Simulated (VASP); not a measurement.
Here is a VASP 6.6.1 calculation.

File INCAR:

```
SYSTEM = Ti2SeS
PREC = Accurate
ENCUT = 520
EDIFF = 1E-7
ISMEAR = 0
SIGMA = 0.1
LREAL = .FALSE.
LASPH = .TRUE.
NELM = 60
ALGO = Normal
ISIF = 2
LWAVE = .FALSE.
LCHARG = .FALSE.
GGA = PE
NBANDS = 26
```

The input KPOINTS:

```
regular mesh
0
G
  12 12 6
  0 0 0
```

File POSCAR:

```
Ti2SeS
1.0
    3.2609917469      0.0000000000      0.0000000000
   -1.6304958734      2.8241016943      0.0000000000
    0.0000000000      0.0000000000      6.5434039721
Ti Se S
2 1 1
Direct
    0.0000000000      0.0000000000      0.2381605867
    0.0000000000      0.0000000000      0.7618394133
    0.3333333333      0.6666666667      0.5000000000
    0.3333333333      0.6666666667      0.0000000000
```

Potentials or basis: VASP PAW PBE potentials, release 64 (Ti_sv, Se, S).

Launch:

```sh
$ cat potpaw_PBE.64/Ti_sv/POTCAR potpaw_PBE.64/Se/POTCAR potpaw_PBE.64/S/POTCAR > POTCAR
$ mpirun -np 1 vasp_std > vasp.out
```

(1) Estimate the pressure.

(2) Predict the band gap on the k mesh.

## Answers

(1) 9.0 GPa.

(2) zero (band 18 reaches 10.00 eV, above the bottom of band 19 at 9.79 eV).
